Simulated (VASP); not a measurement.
Runs of VASP 6.6.1 on C. The structure is that of space group R-3m (No. 166), or close to it. The cells are those of the table. 

| cell | pressure (GPa) | largest force (eV/Å) |
| --- | --- | --- |
| a = 2.456, b = 2.456, c = 3.765 Å, angles 108.5, 108.5, 60.0°, 2 atoms | 1.5 | 0.01 |
| a = 2.423, b = 2.423, c = 3.714 Å, angles 108.5, 108.5, 60.0°, 2 atoms | 13.5 | - |
| a = 2.389, b = 2.389, c = 3.661 Å, angles 108.5, 108.5, 60.0°, 2 atoms | (a) | - |
| a = 2.489, b = 2.489, c = 3.814 Å, angles 108.5, 108.5, 60.0°, 2 atoms | -8.5 | 0.01 |
| a = 2.520, b = 2.520, c = 3.862 Å, angles 108.5, 108.5, 60.0°, 2 atoms | (b) | 0.01 |

Alike in all rows: task single point; level PBEsol; potentials or basis VASP PAW PBE potentials, release 64 (C); no spin polarisation; k mesh 14 × 14 × 8; cutoff (eV) 520; smearing fermi-dirac 0.1 eV.

Problem. Estimate the missing entries.

Solution. (a) 27.9; (b) -16.8.

Caveats: this functional lacks dispersion, which binds the layers, so the pressure and a relaxed spacing across them are unreliable; the PAW data sets were made with another functional, which shifts forces and pressure a little; the cell stands under pressure (at least some runs); the cell stands under tension (at least some runs).
